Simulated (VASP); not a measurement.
A run of VASP 6.6.1 is set up as follows.

Contents of INCAR:

```
SYSTEM = SnO
PREC = Accurate
ENCUT = 520
EDIFF = 1E-7
ISMEAR = -1
SIGMA = 0.1
LREAL = .FALSE.
LASPH = .TRUE.
NELM = 80
ALGO = Normal
ISIF = 2
LWAVE = .FALSE.
LCHARG = .FALSE.
GGA = PE
NBANDS = 28
```

KPOINTS

```
regular mesh
0
G
  6 6 4
  0 0 0
```

File POSCAR:

```
SnO
1.0
    3.7986000000      0.0000000000      0.0000000000
    0.0000000000      3.7986000000      0.0000000000
    0.0000000000      0.0000000000      4.8408000000
Sn O
2 2
Direct
    0.5000000000      0.0000000000      0.2369000000
    0.0000000000      0.5000000000      0.7631000000
    0.0000000000      0.0000000000      0.0000000000
    0.5000000000      0.5000000000      0.0000000000
```

Potentials or basis: VASP PAW PBE potentials, release 64 (Sn_d, O).

Command:

```bash
$ cat potpaw_PBE.64/Sn_d/POTCAR potpaw_PBE.64/O/POTCAR > POTCAR
$ mpirun -np 1 vasp_std > vasp.out
```

Question: Estimate the pressure.

Answer: 5.0 GPa.

Question: Estimate the largest force.

Answer: 0.623 eV/Å.

Stress tensor (GPa, compression positive):
```
5.30 0.00 0.00
0.00 5.30 0.00
0.00 0.00 4.29
```
